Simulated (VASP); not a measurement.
# B (P6/mmm) in VASP: further runs

The runs below take B through single point, relaxation of cell and atoms, with PBE.

All numbers are computed with VASP 6.6.1; they aren't measurements. Logs are shortened: lines on timing, memory, paths and dates and some standing lists are left out, and cuts for length are marked.

### Step 1. The cell of the first run

Symmetry: P6/mmm, No. 191, hexagonal system. Conventional cell: a = 1.712 Å, b = 1.712 Å, c = 3.995 Å, α = 90.00°, β = 90.00°, γ = 120.00°. B (site symmetry 6/mmm) has 6 B at 1.71 Å within 2.3 Å.

This isn't the form of B at room conditions, which is rhombohedral.

### Step 2. Single point, PBE

Input file INCAR:

```
PREC = Accurate
ENCUT = 520
EDIFF = 1E-7
ISMEAR = 0
SIGMA = 0.1
LREAL = False
LASPH = True
NELM = 60
ALGO = Normal
ISIF = 2
LWAVE = False
LCHARG = True
GGA = PE
LELF = True
LVHAR = True
NBANDS = 8
```

Input file KPOINTS:

```
Automatic mesh
0
Gamma
  36 36 14
```

Input file POSCAR:

```
B
1.0
    1.7118464492      0.0000000000      0.0000000000
   -0.8559232246      1.4825025124      0.0000000000
    0.0000000000      0.0000000000      3.9953888159
B
1
Direct
    0.0000000000      0.0000000000      0.0000000000
```

Potentials or basis: VASP PAW PBE potentials, release 64 (B).

Started as:

```sh
$ cat potpaw_PBE.64/B/POTCAR > POTCAR
$ mpirun -np 1 vasp_std > vasp.out
```

OUTCAR:

```text
PREC = Accurate
   ENCUT = 520
   EDIFF = 1E-7
   ISMEAR = 0
   LREAL = False
   LASPH = True
   NELM = 60
   ISIF = 2
   GGA = PE

 ion  position               nearest neighbor table
   1  0.000  0.000  0.000-

  LATTYP: Found a hexagonal cell.
 ALAT       =     1.7118464492
 C/A-ratio  =     2.3339644848

  Lattice vectors:

 A1 = (   1.7118464492,   0.0000000000,   0.0000000000)
 A2 = (  -0.8559232246,   1.4825025124,   0.0000000000)
 A3 = (   0.0000000000,   0.0000000000,   3.9953888159)

Analysis of symmetry for initial positions (statically):
=====================================================================
 Subroutine PRICEL returns:
 Original cell was already a primitive cell.

 Routine SETGRP: Setting up the symmetry group for a
 hexagonal supercell.

 Subroutine GETGRP returns: Found 24 space group operations
 (whereof 24 operations were pure point group operations)
 out of a pool of 24 trial point group operations.

The static configuration has the point symmetry D_6h.

Analysis of symmetry for dynamics (positions and initial velocities):
=====================================================================
 Subroutine PRICEL returns:
 Original cell was already a primitive cell.

 Routine SETGRP: Setting up the symmetry group for a
 hexagonal supercell.

 Subroutine GETGRP returns: Found 24 space group operations
 (whereof 24 operations were pure point group operations)
 out of a pool of 24 trial point group operations.

The dynamic configuration has the point symmetry D_6h.

 Subroutine INISYM returns: Found 24 space group operations
 (whereof 24 operations are pure point group operations),
 and found     1 'primitive' translations

----------------------------------------------------------------------------------------

                                     Primitive cell

  volume of cell :      10.1396

  direct lattice vectors                    reciprocal lattice vectors
     1.711846449  0.000000000  0.000000000     0.584164544  0.337267557  0.000000000
    -0.855923225  1.482502512  0.000000000     0.000000000  0.674535113  0.000000000
     0.000000000  0.000000000  3.995388816     0.000000000  0.000000000  0.250288532

  length of vectors
     1.711846449  1.711846449  3.995388816     0.674535113  0.674535113  0.250288532

  position of ions in fractional coordinates (direct lattice)
     0.000000000  0.000000000  0.000000000

  ion indices of the primitive-cell ions
   primitive index   ion index
                 1           1

----------------------------------------------------------------------------------------

 KPOINTS: Automatic mesh

Automatic generation of k-mesh.
 Grid dimensions read from file:
 generate k-points for:   36   36   14

 Generating k-lattice:

  Cartesian coordinates                     Fractional coordinates (reciprocal lattice)
     0.016226793  0.009368543  0.000000000     0.027777778  0.000000000  0.000000000
     0.000000000  0.018737086  0.000000000     0.000000000  0.027777778  0.000000000
     0.000000000  0.000000000  0.017877752     0.000000000  0.000000000  0.071428571

  Length of vectors
     0.018737086  0.018737086  0.017877752

  Shift w.r.t. Gamma in fractional coordinates (k-lattice)
     0.000000000  0.000000000  0.000000000

 Subroutine IBZKPT returns following result:
 ===========================================

 Found   1016 irreducible k-points:

 Following reciprocal coordinates:
            Coordinates               Weight
  0.000000  0.000000  0.000000      1.000000
  0.027778  0.000000  0.000000      6.000000
  0.055556  0.000000  0.000000      6.000000
  0.083333  0.000000  0.000000      6.000000
  0.111111  0.000000  0.000000      6.000000
  0.138889  0.000000  0.000000      6.000000
[... 16 lines left out ...]
  0.111111  0.027778  0.000000     12.000000
  0.138889  0.027778  0.000000     12.000000
 [... further k-points ...]
   k-points           NKPTS =   1016   k-points in BZ     NKDIM =   1016   number of bands    NBANDS=      8
   number of dos      NEDOS =    301   number of ions     NIONS =      1
   total plane-waves  NPLWV =   5880
   dimension x,y,z NGX =    14 NGY =   14 NGZ =   30
   dimension x,y,z NGXF=    28 NGYF=   28 NGZF=   60
   ions per type =               1
   NGX,Y,Z   is equivalent  to a cutoff of  13.60, 13.60, 12.48 a.u.
   NGXF,Y,Z  is equivalent  to a cutoff of  27.19, 27.19, 24.97 a.u.
 SYSTEM =  unknown system
   PREC   = accura    normal or accurate (medium, high low for compatibility)
   ISTART =      0    job   : 0-new  1-cont  2-samecut
   ICHARG =      2    charge: 1-file 2-atom 10-const
   ISPIN  =      1    spin polarized calculation?
   LNONCOLLINEAR =      F non collinear calculations
   LSORBIT =      F    spin-orbit coupling
   LASPH  =      T    aspherical Exc in radial PAW
   ENCUT  =  520.0 eV  38.22 Ry    6.18 a.u.   3.18  3.18  7.43*2*pi/ulx,y,z
   NELM   =     60;   NELMIN=  2; NELMDL= -5     # of ELM steps
   EDIFF  = 0.1E-06   stopping-criterion for ELM
   LREAL  =      F    real-space projection
   EDIFFG = 0.1E-05   stopping-criterion for IOM
   NSW    =      0    number of steps for IOM
   IBRION =     -1    ionic relax: 0-MD 1-quasi-New 2-CG
   NFREE  =      0    steps in history (QN), initial steepest desc. (CG)
   ISIF   =      2    stress and relaxation
   ISYM   =      2    0-nonsym 1-usesym 2-fastsym
   POTIM  = 0.5000    time-step for ionic-motion
   TEBEG  =    0.0;   TEEND  =   0.0 temperature during run
   PSTRESS=    0.0 pullay stress
   NELECT =       3.0000    total number of electrons
   NUPDOWN=      -1.0000    fix difference up-down
   EMIN   =  10.00;   EMAX   =-10.00  energy-range for DOS
   EFERMI =   0.00;   METHOD = LEGACY
   ISMEAR =     0;   SIGMA  =   0.10  broadening in eV -4-tet -1-fermi 0-gaus
   EFERMI_NEDOS =   21; number of points for ismear=-14 and -15
   IALGO  =     38    algorithm
   IMIX   =      4    mixing-type and parameters
     AMIX     =   0.40;   BMIX     =  1.00
     AMIX_MAG =   1.60;   BMIX_MAG =  1.00
  volume/ion in A,a.u.               =      10.14        68.43
  Fermi-wavevector in a.u.,A,eV,Ry     =   1.090876  2.061457 16.191082  1.190011
  Thomas-Fermi vector in A             =   2.227110
   LORBIT       =      0    0 simple, 1 ext, 2 COOP (PROOUT), +10 PAW based schemes
   GGA     = PE    functional components
   LHFCALC =     F    Hartree Fock is set to
   AEXX    =    0.0000 exact exchange contribution
   IVDW    =     0    specifies the selected vdW correction
   LEPSILON=     F    determine dielectric tensor
   LRPA    =     F    only Hartree local field effects (RPA)
 non-spin polarized calculation
 Gauss-broadening in eV      SIGMA  =   0.10
  energy-cutoff  :      520.00
  volume of cell :       10.14
 maximum number of plane-waves:       285
 NGX is ok and might be reduce to    14
   NGX =  7   NGY =  7   NGZ = 15

 number of electron       3.0000000 magnetization

 Free energy of the ion-electron system (eV)
  ---------------------------------------------------
  ext. energy  EPLUGINS =         0.00000000
  ---------------------------------------------------
  free energy    TOTEN  =        -5.99929901 eV

  energy without entropy =       -5.99825404  energy(sigma->0) =       -5.99877653

 E-fermi :   4.4484     XC(G=0):  -9.4520

 val. band max:        4.4397312585   @ k =   0.3611   0.2222   0.2143
 cond. band min:       4.4527628340   @ k =   0.3611   0.2222   0.2857
 fundamental gap:      0.0130315755
 Fermi energy:         4.4484215402

 k-point     1 :       0.0000    0.0000    0.0000
  band No.  band energies     occupation
      1     -12.6089      2.00000
      2      -2.6512      2.00000
      3       6.4739      0.00000
      4      25.3915      0.00000
      5      28.9864      0.00000
      6      28.9864      0.00000
      7      30.6206      0.00000
      8      50.1470      0.00000

 k-point     2 :       0.0278    0.0000    0.0000
  band No.  band energies     occupation
      1     -12.5735      2.00000
      2      -2.6008      2.00000
      3       6.5195      0.00000
      4      25.4354      0.00000
      5      28.6555      0.00000
      6      28.8704      0.00000
      7      30.8658      0.00000
      8      49.0231      0.00000

 k-point     3 :       0.0556    0.0000    0.0000
  band No.  band energies     occupation
      1     -12.4675      2.00000
      2      -2.4496      2.00000
      3       6.6561      0.00000
      4      25.5665      0.00000
      5      27.9122      0.00000
      6      28.5372      0.00000
      7      31.3430      0.00000
      8      47.1824      0.00000

 k-point     4 :       0.0833    0.0000    0.0000
  band No.  band energies     occupation
      1     -12.2910      2.00000
      2      -2.1980      2.00000
      3       6.8832      0.00000
      4      25.7825      0.00000
      5      26.9439      0.00000
      6      28.0251      0.00000
      7      31.8453      0.00000
      8      45.5010      0.00000

 k-point     5 :       0.1111    0.0000    0.0000
  band No.  band energies     occupation
      1     -12.0445      2.00000
      2      -1.8462      2.00000
      3       7.1998      0.00000
      4      25.7849      0.00000
      5      26.0796      0.00000
      6      27.3834      0.00000
      7      32.3207      0.00000
      8      44.1575      0.00000
[... 177 lines left out ...]
 k-point    22 :       0.0833    0.0278    0.0000
  band No.  band energies     occupation
      1     -12.1500      2.00000
      2      -1.9969      2.00000
      3       7.0644      0.00000
      4      25.9532      0.00000
      5      26.3466      0.00000
      6      27.5287      0.00000
      7      32.1777      0.00000
      8      44.6536      0.00000

 k-point    23 :       0.1111    0.0278    0.0000
  band No.  band energies     occupation
      1     -11.8687      2.00000
      2      -1.5953      2.00000
      3       7.4250      0.00000
      4      25.1284      0.00000
      5      26.2876      0.00000
      6      26.8072      0.00000
      7      32.6461      0.00000
      8      43.5657      0.00000

 k-point    24 :       0.1389    0.0278    0.0000
  band No.  band energies     occupation
      1     -11.5184      2.00000
      2      -1.0943      2.00000
      3       7.8715      0.00000
      4      23.7226      0.00000
      5      26.0447      0.00000
      6      26.6905      0.00000
      7      33.0829      0.00000
      8      42.8355      0.00000

 [... further k-points ...]

------------------------ aborting loop because EDIFF is reached ----------------------------------------

  FORCE on cell =-STRESS in cart. coord.  units (eV):
  Direction    XX          YY          ZZ          XY          YZ          ZX
  --------------------------------------------------------------------------------------
  -------------------------------------------------------------------------------------
  Total       -0.0013885     -0.0013885     -0.0047083      0.0000000      0.0000000     -0.0000000
  in kB       -0.2193998     -0.2193998     -0.7439656      0.0000000      0.0000000     -0.0000000
  external PRESSURE =      -0.3942551 kB  Pullay stress =       0.0000000 kB

 VOLUME and BASIS-vectors are now :
 -----------------------------------------------------------------------------
  energy-cutoff  :      520.00
  volume of cell :       10.14
      direct lattice vectors                 reciprocal lattice vectors
     1.711846449  0.000000000  0.000000000     0.584164544  0.337267557  0.000000000
    -0.855923225  1.482502512  0.000000000     0.000000000  0.674535113  0.000000000
     0.000000000  0.000000000  3.995388816     0.000000000  0.000000000  0.250288532

 POSITION                                       TOTAL-FORCE (eV/Angst)
 -----------------------------------------------------------------------------------
      0.00000      0.00000      0.00000        -0.000000      0.000000      0.000000
 -----------------------------------------------------------------------------------
    total drift:                                0.000000     -0.000000     -0.000000

  FREE ENERGIE OF THE ION-ELECTRON SYSTEM (eV)
  ---------------------------------------------------
  free  energy   TOTEN  =        -5.9992990103 eV

  energy  without entropy=       -5.9982540398  energy(sigma->0) =       -5.99877653
```

Wall time 57 s (1 thread of Intel Xeon Platinum 8488C (Sapphire Rapids), shared host); peak memory 0.17 GiB.

What came out:

```yaml
Free_energy: -5.9993 eV
Pressure: 0.0 GPa
Band_gap_on_the_k_mesh: zero (an odd number of electrons rules out a gap without spin polarisation)
```

Caveat: an odd number of electrons without spin polarisation forces a metal; a magnetic or distorted state may lie lower.

### Step 3. Single point, PBE

This run uses another cell than the first one, of 9.98 Å³/atom.

Input file INCAR:

```
SYSTEM = B
ALGO = Normal ; EDIFF = 1E-6
ENCUT = 520 ; GGA = PE
ISIF = 2 ; ISMEAR = 0
LASPH = .True. ; LCHARG = .False.
LREAL = .False. ; LWAVE = .False.
NBANDS = 8 ; NELM = 60
PREC = Accurate ; SIGMA = 0.1
```

Input file KPOINTS:

```
k-points
0
Gamma
  33 33 24
  0 0 0
```

Input file POSCAR:

```
B
1.0
    1.7113014748      0.0000000000      0.0000000000
   -0.8556507374      1.4820305507      0.0000000000
    0.0000000000      0.0000000000      3.9346418976
B
1
Direct
    0.0000000000      0.0000000000      0.0000000000
```

Potentials or basis: VASP PAW PBE potentials, release 64 (B).

Started as:

```sh
$ cat potpaw_PBE.64/B/POTCAR > POTCAR
$ mpirun -np 1 vasp_std > vasp.out
```

It took 76 s on 1 thread of Intel Xeon Platinum 8488C (Sapphire Rapids), shared host; peak memory 0.19 GiB.

Results (log left out):

| Item | Value |
| --- | --- |
| Free energy | -5.9968 eV |
| Pressure | -0.1 GPa |
| Band gap on the k mesh | zero (an odd number of electrons rules out a gap without spin polarisation) |

Levels at points of the mesh, in eV from the Fermi level:
```tsv
k point	band 1	band 2	band 3	band 4	band 5	band 6
(0.00, 0.00, 0.00)	-17.12	-7.09	2.05	21.68	24.50	24.50
(0.00, 0.00, 0.50)	-16.96	-8.31	7.40	11.27	24.51	24.51
```

Caveat: an odd number of electrons without spin polarisation forces a metal; a magnetic or distorted state may lie lower.

### Step 4. Relaxation of cell and atoms, PBE

This run uses another cell than the first one, of 6.49 Å³/atom.

Input file INCAR:

```
PREC = Accurate
ENCUT = 600
EDIFF = 1E-7
ISMEAR = 0
SIGMA = 0.1
LREAL = F
LASPH = T
NELM = 80
ALGO = Normal
ISIF = 3
LWAVE = F
LCHARG = F
GGA = PE
IBRION = 2
NSW = 100
EDIFFG = -0.01
```

Input file KPOINTS:

```
regular mesh
0
Gamma
  33 33 24
```

Input file POSCAR:

```
B
1.0
    1.8401180960      0.0000000000      0.0000000000
   -0.9200590480      1.5935890171      0.0000000000
    0.0000000000      0.0000000000      2.2149125628
B
1
Direct
    0.0000000000      0.0000000000      0.0000000000
```

Started as:

```sh
$ cat potpaw_PBE.64/B/POTCAR > POTCAR
$ mpirun -np 1 vasp_std > vasp.out
```

Run time: 4.8 min. Hardware: 1 thread of Intel Xeon Platinum 8488C (Sapphire Rapids), shared host; peak memory 0.16 GiB.

The run converged. Its results:

| Item | Value |
| --- | --- |
| Free energy | -5.9754 eV |
| Relaxed volume | 8.80 Å³/atom |
| Relaxed cell | a = 1.711 Å, b = 1.711 Å, c = 3.472 Å, α = 90.00°, β = 90.00°, γ = 120.00° |
| Space group after relaxing (to 0.1 Å) | P6/mmm (No. 191) |
| Energy gained by relaxing | 335.0 meV/atom |
| Ionic steps | 26 |
| Pressure after relaxing | -0.1 GPa |
| Band gap on the k mesh | zero (an odd number of electrons rules out a gap without spin polarisation) |

Step by step:
```
step  energy change (eV)  largest force (eV/Å)  pressure (GPa)  volume (Å³)
   1              0.0000                0.0000            1.44         6.49
   2             -0.0060                0.0000            1.10         6.55
   3             -0.0233                0.0000            0.66         6.70
   4             -0.1048                0.0000            2.05         6.97
   5             -0.2757                0.0000           18.41         7.36
   6             -0.2655                0.0000           25.50         7.42
   7             -0.2738                0.0000           21.54         7.39
   8             -0.2751                0.0000           21.56         7.41
   9             -0.2783                0.0000           21.68         7.48
  10             -0.2818                0.0000           22.14         7.61
  11             -0.2799                0.0000           23.19         7.87
  12             -0.2824                0.0000           22.59         7.72
  13             -0.2893                0.0000           20.81         7.78
  14             -0.3069                0.0000           15.71         7.97
  15             -0.3288                0.0000            6.70         8.36
  16             -0.3260                0.0000           -7.58         9.17
  17             -0.3348                0.0000           -0.42         8.73
  18             -0.3348                0.0000           -0.05         8.71
  19             -0.3349                0.0000            0.02         8.71
  20             -0.3349                0.0000            0.23         8.71
  21             -0.3349                0.0000            0.64         8.70
  22             -0.3349                0.0000            0.48         8.70
  23             -0.3349                0.0000            0.45         8.71
  24             -0.3349                0.0000            0.38         8.72
  25             -0.3350                0.0000            0.23         8.75
  26             -0.3350                0.0000           -0.05         8.80
```

Final structure:
```
B
1.0
     1.71092    0.00000    0.00000
    -0.85546    1.48170    0.00000
     0.00000    0.00000    3.47234
B
1
Direct
  0.00000 0.00000 0.00000
```

Levels at points of the mesh, in eV from the Fermi level:
```
           k point  band 1  band 2  band 3  band 4  band 5
(0.00, 0.00, 0.00)  -17.28   -6.44    2.67   24.51   24.51
(0.00, 0.00, 0.50)  -16.83   -8.83   10.29   15.47   24.53
```

Caveat: the volume moved by over 15 % at a fixed basis, so the end points are rough; an odd number of electrons without spin polarisation forces a metal; a magnetic or distorted state may lie lower.

[end of part 1 of 2]
